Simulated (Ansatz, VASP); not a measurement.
**Two plane-wave programs on Re**

```
Re
1.0
     2.76080    0.00000    0.00000
    -1.38040    2.39092    0.00000
     0.00000    0.00000    4.45820
Re
2
Direct
  0.33333 0.66667 0.25000
  0.66667 0.33333 0.75000
```

Alike in both runs: task relaxation of cell and atoms; functional LDA; k mesh 21 × 21 × 12; occupations fermi-dirac, width 0.05 eV; no spin polarisation.

```csv
,VASP,Ansatz
version,VASP 6.6.1,Ansatz 0.2.0
potentials or method,"VASP PAW LDA potentials, release 64 (Re)","PAW with Ansatz's default frozen-core files, scalar-relativistic"
plane-wave cutoff (eV),600,420
valence electrons in the cell,14,30
```

Ansatz gave:

| Quantity | Value |
| --- | --- |
| relaxed volume (Å³/atom) | 14.33 |
| relaxed cell length with the largest relative difference (Å) | 2.738 |

Which values does VASP return?

Relaxed volume (Å³/atom): 14.39; relaxed cell length with the largest relative difference (Å): 2.742.

LDA's correlation is that of Perdew and Zunger in VASP and of Perdew and Wang (1992) in Ansatz. VASP's potentials hold 14 valence electrons a cell and Ansatz's 30, so a difference there can come from the potentials and not from the codes.

Neither program's run includes spin-orbit coupling.
